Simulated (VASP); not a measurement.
A run of VASP 6.6.1 is set up as follows.

The input INCAR:

```
PREC = Accurate
ENCUT = 520
EDIFF = 1E-7
ISMEAR = 0
SIGMA = 0.15
LREAL = F
LASPH = T
NELM = 80
ALGO = Fast
ISIF = 2
LWAVE = F
LCHARG = F
GGA = PS
NBANDS = 10
```

KPOINTS

```
regular mesh
0
Gamma
  14 14 14
```

File POSCAR:

```
Rb
1.0
   -2.1603617127      2.8443372356      2.8443372356
    2.8443372356     -2.1603617127      2.8443372356
    2.8443372356      2.8443372356     -2.1603617127
Rb
1
Direct
    0.0000000000      0.0000000000      0.0000000000
```

Potentials or basis: VASP PAW PBE potentials, release 64 (Rb_sv).

The run is started by

```sh
$ cat potpaw_PBE.64/Rb_sv/POTCAR > POTCAR
$ mpirun -np 1 vasp_std > vasp.out
```

(1) Predict the band gap on the k mesh.

(2) Estimate the pressure.

## Answers

(1) zero (an odd number of electrons rules out a gap without spin polarisation).

(2) 0.0 GPa.

Caveat: the PAW data sets were made with another functional, which shifts forces and pressure a little.
